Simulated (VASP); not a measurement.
Runs of VASP 6.6.1 on Ti3Al. The structure is that of space group P-6m2 (No. 187), or close to it. The cells are those of the table. 

| spin | fixed moment (μB) | cell | gap on the mesh (eV) | pressure (GPa) | moment (μB) | largest force (eV/Å) |
| --- | --- | --- | --- | --- | --- | --- |
| collinear | 1.0 | a = 2.772, b = 2.772, c = 8.771 Å, angles 90.0, 90.0, 120.0°, 4 atoms | - | 13.4 | 1.00 | 0.12 |
| off | - | a = 2.772, b = 2.772, c = 8.771 Å, angles 90.0, 90.0, 120.0°, 4 atoms | none | 13.4 | - | 0.07 |
| collinear | 3.0 | a = 2.772, b = 2.772, c = 8.771 Å, angles 90.0, 90.0, 120.0°, 4 atoms | - | 15.4 | 3.00 | 0.40 |
| off | - | a = 3.023, b = 3.023, c = 9.565 Å, angles 90.0, 90.0, 120.0°, 4 atoms | none | -14.8 | - | 0.13 |
| collinear | 1.0 | a = 2.861, b = 2.861, c = 9.051 Å, angles 90.0, 90.0, 120.0°, 4 atoms | - | (a) | 1.00 | 0.05 |

Alike in all rows: task single point; level LDA; potentials or basis VASP PAW LDA potentials, release 64 (Ti_sv, Al); k mesh 18 × 18 × 6; cutoff (eV) 520; smearing gaussian 0.15 eV.

**Question.** Fill in the values left out.

**Answer.** (a) 0.1.

Caveats: the cell stands under pressure (at least some runs); the total moment is fixed, so each spin has its own Fermi level (at least some runs); the cell stands under tension (at least some runs).

A gap of «none» marks levels without a gap at the run's occupations.
